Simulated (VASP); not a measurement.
Input of a VASP 6.6.1 run:

File INCAR:

```
ALGO = Normal
DIPOL = 0.5 0.5 0.503
EDIFF = 1E-6
ENCUT = 520
GGA = PE
IDIPOL = 3
ISIF = 2
ISMEAR = 0
IVDW = 12
LASPH = True
LCHARG = True
LDIPOL = True
LELF = True
LREAL = False
LVACPOTAV = True
LVHAR = True
LWAVE = False
NBANDS = 26
NELM = 100
PREC = Accurate
SIGMA = 0.05
```

KPOINTS

```
k-points
0
Gamma
  9 9 1
```

File POSCAR:

```
GaAs
1.0
    4.0137031116      0.0000000000      0.0000000000
   -2.0068515558      3.4759688579      0.0000000000
    0.0000000000      0.0000000000     18.0964685844
As Ga
2 2
Direct
    0.0000000000      0.0000000000      0.3868158015
    0.3333333333      0.6666666667      0.5789786585
    0.3333333333      0.6666666667      0.4320894809
    0.6666666667      0.3333333333      0.6156557976
```

Potentials or basis: VASP PAW PBE potentials, release 64 (As, Ga_d).

Launch:

```console
$ cat potpaw_PBE.64/As/POTCAR potpaw_PBE.64/Ga_d/POTCAR > POTCAR
$ mpirun -np 1 vasp_std > vasp.out
```

What does it give for the largest force?

0.474 eV/Å.

What does it give for the band gap on the k mesh?

0.06 eV, indirect (least direct gap 0.07 eV).

Forces on the atoms (eV/Å):
```
As   0.000  0.000  0.464
As   0.000  0.000  0.000
Ga   0.000  0.000 -0.474
Ga   0.000  0.000  0.010
```
